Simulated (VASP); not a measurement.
A run of VASP 6.6.1 is set up as follows.

File INCAR:

```
SYSTEM = Mg
PREC = Accurate
ENCUT = 520
EDIFF = 1E-6
ISMEAR = -1
SIGMA = 0.05
LREAL = .FALSE.
LASPH = .TRUE.
NELM = 60
ALGO = Normal
ISIF = 2
LWAVE = .FALSE.
LCHARG = .TRUE.
GGA = PS
IVDW = 13
LELF = .TRUE.
LVHAR = .TRUE.
NBANDS = 9
```

The input KPOINTS:

```
regular mesh
0
G
  10 10 5
  0 0 0
```

File POSCAR:

```
Mg
1.0
    3.1750657422      0.0000000000      0.0000000000
   -1.5875328711      2.7496875915      0.0000000000
    0.0000000000      0.0000000000      5.3217275487
Mg
2
Direct
    0.6666666667      0.3333333333      0.7500000000
    0.3333333333      0.6666666667      0.2500000000
```

Potentials or basis: VASP PAW PBE potentials, release 64 (Mg).

Launch:

```sh
$ cat potpaw_PBE.64/Mg/POTCAR > POTCAR
$ mpirun -np 1 vasp_std > vasp.out
```

(1) What does it give for the band gap on the k mesh?

(2) Estimate the pressure.

(3) Estimate the dispersion energy per atom.

## Answers

(1) zero (band 2 reaches 3.09 eV, above the bottom of band 3 at 1.00 eV).

(2) 0.0 GPa.

(3) -0.093 eV.

Caveat: the PAW data sets were made with another functional, which shifts forces and pressure a little; pairwise dispersion overbinds metals, which lowers pressure and volume.
